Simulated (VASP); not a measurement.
Input of a VASP 6.6.1 run:

The input INCAR:

```
SYSTEM = TaBiO
PREC = Accurate
ENCUT = 520
EDIFF = 1E-6
ISMEAR = 0
SIGMA = 0.15
LREAL = .False.
LASPH = .True.
NELM = 100
ALGO = Normal
ISIF = 2
LWAVE = .False.
LCHARG = .True.
GGA = PE
LELF = .True.
LVHAR = .True.
NBANDS = 41
```

The input KPOINTS:

```
Automatic mesh
0
Gamma
  3 3 2
  0 0 0
```

File POSCAR:

```
TaBiO
1.0
    3.4619845918      0.0000000000      0.0000000000
    0.0000000000      3.4619845918      0.0000000000
    0.0000000000      0.0000000000     10.0723276951
Ta Bi O
2 2 2
Direct
    0.0000000000      0.5000000000      0.8787751890
    0.5000000000      0.0000000000      0.1212248110
    0.5000000000      0.0000000000      0.6801249079
    0.0000000000      0.5000000000      0.3198750921
    0.5000000000      0.5000000000      0.0000000000
    0.0000000000      0.0000000000      0.0000000000
```

Potentials or basis: VASP PAW PBE potentials, release 64 (Ta_pv, Bi_d, O).

Command:

```sh
$ cat potpaw_PBE.64/Ta_pv/POTCAR potpaw_PBE.64/Bi_d/POTCAR potpaw_PBE.64/O/POTCAR > POTCAR
$ mpirun -np 1 vasp_std > vasp.out
```

Estimate the largest force.

0.063 eV/Å.

Estimate the band gap on the k mesh.

zero (bands 32 and 33 overlap by 0.67 eV).

Stress tensor (GPa, compression positive):
```
0.06 0.00 0.00
0.00 0.06 0.00
0.00 0.00 0.58
```

Caveat: the k points lie up to 0.60 Å⁻¹ apart, too coarse for converged energies and pressures of a metal; spin-orbit coupling is left out, which moves the levels of the heavy elements.
